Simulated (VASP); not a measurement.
# MgS (I4/mmm) in VASP: notebook

MgS is run at these levels: r2SCAN; tasks: single point.

Everything below comes from runs of VASP 6.6.1. Logs are shortened: lines on timing, memory, paths and dates and some standing lists are left out, and cuts for length are marked.

### 1 The cell of the first run

The structure is tetragonal, space group I4/mmm (No. 139). The conventional cell has a = 3.385 Å, b = 3.385 Å, c = 5.203 Å, α = 90.00°, β = 90.00°, γ = 90.00°. Within 3.2 Å of Mg (site symmetry 4/mmm) lie 6 S at 2.39 to 2.60 Å. S (site symmetry 4/mmm) has 6 Mg at 2.39 to 2.60 Å within 3.2 Å.

### 2 Single point, r2SCAN (strain -0.080 along x and y, +0.000 along z)

The input, POSCAR:

```
MgS
1.0
    0.0000000000      2.3935180000      2.6016500000
    2.3935180000      0.0000000000      2.6016500000
    2.3935180000      2.3935180000      0.0000000000
Mg S
1 1
Direct
    0.0000000000      0.0000000000      0.0000000000
    0.5000000000      0.5000000000      0.5000000000
```

The input, INCAR.step1:

```
ALGO = Normal
EDIFF = 1E-4
ENCUT = 520
GGA = PE
ISMEAR = 0
LASPH = True
LCHARG = False
LREAL = False
LWAVE = True
NBANDS = 11
NELM = 80
PREC = Accurate
SIGMA = 0.05
```

The input, INCAR.step2:

```
ALGO = Normal
EDIFF = 1E-6
ENCUT = 520
ISIF = 2
ISMEAR = 0
ISTART = 1
LASPH = True
LCHARG = False
LMIXTAU = True
LREAL = False
LWAVE = False
METAGGA = R2SCAN
NBANDS = 11
NELM = 80
PREC = Accurate
SIGMA = 0.05
```

The input, KPOINTS:

```
k-points
0
Gamma
  8 8 8
```

Potentials or basis: VASP PAW PBE potentials, release 64 (Mg, S).

Command:

```
$ cat potpaw_PBE.64/Mg/POTCAR potpaw_PBE.64/S/POTCAR > POTCAR
$ cp INCAR.step1 INCAR
$ mpirun -np 1 vasp_std > vasp.out
$ cp INCAR.step2 INCAR
$ mpirun -np 1 vasp_std > vasp.out
```

OUTCAR:

```text
EDIFF = 1E-6
   ENCUT = 520
   ISIF = 2
   ISMEAR = 0
   ISTART = 1
   LASPH = True
   LREAL = False
   METAGGA = R2SCAN
   NELM = 80
   PREC = Accurate

 ion  position               nearest neighbor table
   1  0.000  0.000  0.000-   2 2.39   2 2.39   2 2.39   2 2.39   2 2.60   2 2.60
   2  0.500  0.500  0.500-   1 2.39   1 2.39   1 2.39   1 2.39   1 2.60   1 2.60

  LATTYP: Found a body centered tetragonal cell.
 ALAT       =     3.3849456174
 C/A-ratio  =     1.5371886548

  Lattice vectors:

 A1 = (  -2.3935180000,   0.0000000000,   2.6016500000)
 A2 = (   2.3935180000,   0.0000000000,   2.6016500000)
 A3 = (   0.0000000000,   2.3935180000,  -2.6016500000)

Analysis of symmetry for initial positions (statically):
=====================================================================
 Subroutine PRICEL returns:
 Original cell was already a primitive cell.

 Routine SETGRP: Setting up the symmetry group for a
 body centered tetragonal supercell.

 Subroutine GETGRP returns: Found 16 space group operations
 (whereof 16 operations were pure point group operations)
 out of a pool of 16 trial point group operations.

The static configuration has the point symmetry D_4h.

Analysis of symmetry for dynamics (positions and initial velocities):
=====================================================================
 Subroutine PRICEL returns:
 Original cell was already a primitive cell.

 Routine SETGRP: Setting up the symmetry group for a
 body centered tetragonal supercell.

 Subroutine GETGRP returns: Found 16 space group operations
 (whereof 16 operations were pure point group operations)
 out of a pool of 16 trial point group operations.

The dynamic configuration has the point symmetry D_4h.

 Subroutine INISYM returns: Found 16 space group operations
 (whereof 16 operations are pure point group operations),
 and found     1 'primitive' translations

----------------------------------------------------------------------------------------

                                     Primitive cell

  volume of cell :      29.8093

  direct lattice vectors                    reciprocal lattice vectors
     0.000000000  2.393518000  2.601650000    -0.208897531  0.208897531  0.192185728
     2.393518000  0.000000000  2.601650000     0.208897531 -0.208897531  0.192185728
     2.393518000  2.393518000  0.000000000     0.208897531  0.208897531 -0.192185728

  length of vectors
     3.535181910  3.535181910  3.384945617     0.352436818  0.352436818  0.352436818

  position of ions in fractional coordinates (direct lattice)
[... 8 lines left out ...]
----------------------------------------------------------------------------------------

 KPOINTS: k-points

Automatic generation of k-mesh.
 Grid dimensions read from file:
 generate k-points for:    8    8    8

 Generating k-lattice:

  Cartesian coordinates                     Fractional coordinates (reciprocal lattice)
    -0.026112191  0.026112191  0.024023216     0.125000000  0.000000000  0.000000000
     0.026112191 -0.026112191  0.024023216     0.000000000  0.125000000  0.000000000
     0.026112191  0.026112191 -0.024023216     0.000000000  0.000000000  0.125000000

  Length of vectors
     0.044054602  0.044054602  0.044054602

  Shift w.r.t. Gamma in fractional coordinates (k-lattice)
     0.000000000  0.000000000  0.000000000

 Subroutine IBZKPT returns following result:
 ===========================================

 Found     59 irreducible k-points:

 Following reciprocal coordinates:
            Coordinates               Weight
  0.000000  0.000000  0.000000      1.000000
  0.125000  0.000000  0.000000      8.000000
  0.250000  0.000000  0.000000      8.000000
  0.375000  0.000000  0.000000      8.000000
  0.500000  0.000000  0.000000      4.000000
  0.125000  0.125000  0.000000      2.000000
[... 16 lines left out ...]
  0.250000  0.000000  0.125000     16.000000
  0.375000  0.000000  0.125000     16.000000
 [... further k-points ...]
   k-points           NKPTS =     59   k-points in BZ     NKDIM =     59   number of bands    NBANDS=     11
   number of dos      NEDOS =    301   number of ions     NIONS =      2
   total plane-waves  NPLWV =  21952
   dimension x,y,z NGX =    28 NGY =   28 NGZ =   28
   dimension x,y,z NGXF=    56 NGYF=   56 NGZF=   56
   ions per type =               1   1
   NGX,Y,Z   is equivalent  to a cutoff of  13.17, 13.17, 13.75 a.u.
   NGXF,Y,Z  is equivalent  to a cutoff of  26.33, 26.33, 27.50 a.u.
 SYSTEM =  unknown system
   PREC   = accura    normal or accurate (medium, high low for compatibility)
   ISTART =      1    job   : 0-new  1-cont  2-samecut
   ICHARG =      0    charge: 1-file 2-atom 10-const
   ISPIN  =      1    spin polarized calculation?
   LNONCOLLINEAR =      F non collinear calculations
   LSORBIT =      F    spin-orbit coupling
   LASPH  =      T    aspherical Exc in radial PAW
   ENCUT  =  520.0 eV  38.22 Ry    6.18 a.u.   6.57  6.57  6.29*2*pi/ulx,y,z
   NELM   =     80;   NELMIN=  2; NELMDL=  0     # of ELM steps
   EDIFF  = 0.1E-05   stopping-criterion for ELM
   LREAL  =      F    real-space projection
[... 7 lines left out ...]
   TEBEG  =    0.0;   TEEND  =   0.0 temperature during run
   PSTRESS=    0.0 pullay stress
   NELECT =       8.0000    total number of electrons
   NUPDOWN=      -1.0000    fix difference up-down
   EMIN   =  10.00;   EMAX   =-10.00  energy-range for DOS
   EFERMI =   0.00;   METHOD = LEGACY
   ISMEAR =     0;   SIGMA  =   0.05  broadening in eV -4-tet -1-fermi 0-gaus
   EFERMI_NEDOS =   21; number of points for ismear=-14 and -15
   IALGO  =     38    algorithm
   IMIX   =      4    mixing-type and parameters
     AMIX     =   0.40;   BMIX     =  1.00
     AMIX_MAG =   1.60;   BMIX_MAG =  1.00
  volume/ion in A,a.u.               =      14.90       100.58
  Fermi-wavevector in a.u.,A,eV,Ry     =   1.055976  1.995505 15.171658  1.115085
  Thomas-Fermi vector in A             =   2.191195
   LORBIT       =      0    0 simple, 1 ext, 2 COOP (PROOUT), +10 PAW based schemes
   METAGGA = R2SCAN    functional components
   LHFCALC =     F    Hartree Fock is set to
   AEXX    =    0.0000 exact exchange contribution
   IVDW    =     0    specifies the selected vdW correction
   LEPSILON=     F    determine dielectric tensor
   LRPA    =     F    only Hartree local field effects (RPA)
 non-spin polarized calculation
 Gauss-broadening in eV      SIGMA  =   0.05
  energy-cutoff  :      520.00
  volume of cell :       29.81
 maximum number of plane-waves:       819
 NGX is ok and might be reduce to    28
   NGX = 13   NGY = 13   NGZ = 13

 number of electron       7.9999999 magnetization

 Free energy of the ion-electron system (eV)
  ---------------------------------------------------
  ext. energy  EPLUGINS =         0.00000000
  ---------------------------------------------------
  free energy    TOTEN  =       -15.15666694 eV

  energy without entropy =      -15.15666694  energy(sigma->0) =      -15.15666694

 E-fermi :   5.5966     XC(G=0): -10.8422

 val. band max:        5.2802817831   @ k =   0.0000   0.0000   0.0000
 cond. band min:       8.7536765470   @ k =   0.5000   0.0000   0.5000
 fundamental gap:      3.4733947639
 Fermi energy:         5.5965862524

 k-point     1 :       0.0000    0.0000    0.0000
  band No.  band energies     occupation
      1      -9.1774      2.00000
      2       5.0164      2.00000
      3       5.0164      2.00000
      4       5.2803      2.00000
      5      11.2016      0.00000
      6      12.8325      0.00000
      7      13.8481      0.00000
      8      13.8481      0.00000
      9      15.6100      0.00000
     10      16.8683      0.00000
     11      19.1468      0.00000

 k-point     2 :       0.1250    0.0000    0.0000
  band No.  band energies     occupation
      1      -8.9777      2.00000
      2       3.9316      2.00000
      3       4.9182      2.00000
      4       5.0081      2.00000
      5      11.7401      0.00000
      6      13.2504      0.00000
      7      13.6869      0.00000
      8      14.2109      0.00000
      9      15.3285      0.00000
     10      16.2677      0.00000
     11      19.7408      0.00000

 k-point     3 :       0.2500    0.0000    0.0000
  band No.  band energies     occupation
      1      -8.4275      2.00000
      2       1.8270      2.00000
      3       4.5664      2.00000
      4       4.7034      2.00000
      5      11.2258      0.00000
      6      13.1951      0.00000
      7      14.2555      0.00000
      8      15.3615      0.00000
      9      16.4440      0.00000
     10      16.4876      0.00000
     11      19.4126      0.00000

 k-point     4 :       0.3750    0.0000    0.0000
  band No.  band energies     occupation
      1      -7.7272      2.00000
      2      -0.0007      2.00000
      3       4.1984      2.00000
      4       4.5138      2.00000
      5      10.5984      0.00000
      6      12.7043      0.00000
      7      13.6057      0.00000
      8      17.7372      0.00000
      9      18.5043      0.00000
     10      18.6260      0.00000
     11      19.1279      0.00000
[... 239 lines left out ...]
 k-point    22 :       0.1250    0.0000    0.1250
  band No.  band energies     occupation
      1      -8.8941      2.00000
      2       3.9758      2.00000
      3       4.4571      2.00000
      4       4.8772      2.00000
      5      12.1913      0.00000
      6      12.6192      0.00000
      7      13.9768      0.00000
      8      14.4889      0.00000
      9      15.1440      0.00000
     10      16.2880      0.00000
     11      20.0902      0.00000

 k-point    23 :       0.2500    0.0000    0.1250
  band No.  band energies     occupation
      1      -8.4467      2.00000
      2       2.3613      2.00000
      3       4.1831      2.00000
      4       4.4616      2.00000
      5      11.7628      0.00000
      6      12.9765      0.00000
      7      13.9395      0.00000
      8      14.5232      0.00000
      9      16.2921      0.00000
     10      17.1494      0.00000
     11      20.6817      0.00000

 k-point    24 :       0.3750    0.0000    0.1250
  band No.  band energies     occupation
      1      -7.7808      2.00000
      2       0.5559      2.00000
      3       3.9613      2.00000
      4       3.9734      2.00000
      5      11.1289      0.00000
      6      13.0545      0.00000
      7      13.9052      0.00000
      8      14.7335      0.00000
      9      18.6976      0.00000
     10      19.5685      0.00000
     11      20.3806      0.00000

 [... further k-points ...]

------------------------ aborting loop because EDIFF is reached ----------------------------------------

  FORCE on cell =-STRESS in cart. coord.  units (eV):
  Direction    XX          YY          ZZ          XY          YZ          ZX
  --------------------------------------------------------------------------------------
  -------------------------------------------------------------------------------------
  Total        4.8227382      4.8227382      1.4074078      0.0000000      0.0000000      0.0000000
  in kB      259.2101544    259.2101544     75.6446591      0.0000000      0.0000000      0.0000000
  external PRESSURE =     198.0216559 kB  Pullay stress =       0.0000000 kB

 VOLUME and BASIS-vectors are now :
 -----------------------------------------------------------------------------
  energy-cutoff  :      520.00
  volume of cell :       29.81
      direct lattice vectors                 reciprocal lattice vectors
     0.000000000  2.393518000  2.601650000    -0.208897531  0.208897531  0.192185728
     2.393518000  0.000000000  2.601650000     0.208897531 -0.208897531  0.192185728
     2.393518000  2.393518000  0.000000000     0.208897531  0.208897531 -0.192185728

 POSITION                                       TOTAL-FORCE (eV/Angst)
 -----------------------------------------------------------------------------------
      0.00000      0.00000      0.00000        -0.000000     -0.000000     -0.000000
      2.39352      2.39352      2.60165         0.000000      0.000000      0.000000
 -----------------------------------------------------------------------------------
    total drift:                                0.000000      0.000000      0.000000

  FREE ENERGIE OF THE ION-ELECTRON SYSTEM (eV)
  ---------------------------------------------------
  free  energy   TOTEN  =       -15.1566669354 eV

  energy  without entropy=      -15.1566669354  energy(sigma->0) =      -15.15666694
```

Run time: 91 s. Hardware: 1 thread of AMD EPYC 7R43 (Zen 3), shared host; peak memory 0.14 GiB.

Results:

```
Free energy            : -15.1567 eV
Pressure               : 19.8 GPa
Band gap on the k mesh : 3.47 eV, indirect (least direct gap 5.54 eV)
```

Stress tensor (GPa, compression positive):
```
25.92  0.00  0.00
 0.00 25.92  0.00
 0.00  0.00  7.56
```

Caveat: the cell differs from its parent crystal (strain -0.080 along x and y, +0.000 along z); the PAW data sets were made with another functional, which shifts forces and pressure a little. A k mesh can miss the band edges.

### 3 Single point, r2SCAN (strain -0.040 along x and y, -0.080 along z)

The input, POSCAR:

```
MgS
1.0
    0.0000000000      2.4975840000      2.3935180000
    2.4975840000      0.0000000000      2.3935180000
    2.4975840000      2.4975840000      0.0000000000
Mg S
1 1
Direct
    0.0000000000      0.0000000000      0.0000000000
    0.5000000000      0.5000000000      0.5000000000
```

The input, INCAR.step1:

```
SYSTEM = MgS
  PREC = Accurate
  ENCUT = 520
  ISMEAR = 0
  SIGMA = 0.05
  LREAL = .FALSE.
  LASPH = .TRUE.
  NELM = 100
  NBANDS = 11
  GGA = PE
  ALGO = Normal
  EDIFF = 1E-4
  LWAVE = .TRUE.
  LCHARG = .FALSE.
```

The input, INCAR.step2:

```
SYSTEM = MgS
  PREC = Accurate
  ENCUT = 520
  EDIFF = 1E-6
  ISMEAR = 0
  SIGMA = 0.05
  LREAL = .FALSE.
  LASPH = .TRUE.
  NELM = 100
  ALGO = Normal
  ISIF = 2
  LWAVE = .FALSE.
  LCHARG = .TRUE.
  METAGGA = R2SCAN
  LMIXTAU = .TRUE.
  LELF = .TRUE.
  LVHAR = .TRUE.
  NBANDS = 11
  ISTART = 1
```

The input, KPOINTS:

```
regular mesh
0
G
  8 8 8
  0 0 0
```

Potentials or basis: VASP PAW PBE potentials, release 64 (Mg, S).

Command:

```
$ cat potpaw_PBE.64/Mg/POTCAR potpaw_PBE.64/S/POTCAR > POTCAR
$ cp INCAR.step1 INCAR
$ mpirun -np 1 vasp_std > vasp.out
$ cp INCAR.step2 INCAR
$ mpirun -np 1 vasp_std > vasp.out
```

OUTCAR:

```text
SYSTEM = MgS
   PREC = Accurate
   ENCUT = 520
   EDIFF = 1E-6
   ISMEAR = 0
   LREAL = .FALSE.
   LASPH = .TRUE.
   NELM = 100
   ISIF = 2
   METAGGA = R2SCAN
   ISTART = 1

 ion  position               nearest neighbor table
   1  0.000  0.000  0.000-   2 2.39   2 2.39   2 2.50   2 2.50   2 2.50   2 2.50
   2  0.500  0.500  0.500-   1 2.39   1 2.39   1 2.50   1 2.50   1 2.50   1 2.50

  LATTYP: Found a body centered tetragonal cell.
 ALAT       =     3.5321171660
 C/A-ratio  =     1.3552879973

  Lattice vectors:

[... 525 lines left out ...]

  FORCE on cell =-STRESS in cart. coord.  units (eV):
  Direction    XX          YY          ZZ          XY          YZ          ZX
  --------------------------------------------------------------------------------------
  -------------------------------------------------------------------------------------
  Total        2.7443944      2.7443944      4.7299129      0.0000000      0.0000000      0.0000000
  in kB      147.2482711    147.2482711    253.7796697      0.0000000      0.0000000      0.0000000
  external PRESSURE =     182.7587373 kB  Pullay stress =       0.0000000 kB

 VOLUME and BASIS-vectors are now :
 -----------------------------------------------------------------------------
  energy-cutoff  :      520.00
  volume of cell :       29.86
      direct lattice vectors                 reciprocal lattice vectors
     0.000000000  2.497584000  2.393518000    -0.200193467  0.200193467  0.208897531
     2.497584000  0.000000000  2.393518000     0.200193467 -0.200193467  0.208897531
     2.497584000  2.497584000  0.000000000     0.200193467  0.200193467 -0.208897531

 POSITION                                       TOTAL-FORCE (eV/Angst)
 -----------------------------------------------------------------------------------
      0.00000      0.00000      0.00000        -0.000000      0.000000      0.000000
      2.49758      2.49758      2.39352         0.000000     -0.000000      0.000000
 -----------------------------------------------------------------------------------
    total drift:                                0.000000      0.000000      0.000000

  FREE ENERGIE OF THE ION-ELECTRON SYSTEM (eV)
  ---------------------------------------------------
  free  energy   TOTEN  =       -15.2320955812 eV

  energy  without entropy=      -15.2320955812  energy(sigma->0) =      -15.23209558
```

OUTCAR.step1:

```text
SYSTEM = MgS
   PREC = Accurate
   ENCUT = 520
   ISMEAR = 0
   LREAL = .FALSE.
   LASPH = .TRUE.
[... 559 lines left out ...]
      0.00000      0.00000      0.00000        -0.000000     -0.000000      0.000000
      2.49758      2.49758      2.39352         0.000000      0.000000      0.000000
 -----------------------------------------------------------------------------------
    total drift:                                0.000000      0.000000      0.000000

  FREE ENERGIE OF THE ION-ELECTRON SYSTEM (eV)
  ---------------------------------------------------
  free  energy   TOTEN  =        -8.1819767575 eV

  energy  without entropy=       -8.1819767575  energy(sigma->0) =       -8.18197676
```

It took 1.8 min on 1 thread of AMD EPYC 7R43 (Zen 3), shared host; peak memory 0.14 GiB.

What came out:

- Free energy: -15.2321 eV
- Pressure: 18.3 GPa
- Band gap on the k mesh: 3.54 eV, indirect (least direct gap 5.75 eV)

Stress tensor (GPa, compression positive):
```
14.72  0.00  0.00
 0.00 14.72  0.00
 0.00  0.00 25.38
```

Caveat: the cell differs from its parent crystal (strain -0.040 along x and y, -0.080 along z); the PAW data sets were made with another functional, which shifts forces and pressure a little. A k mesh can miss the band edges.
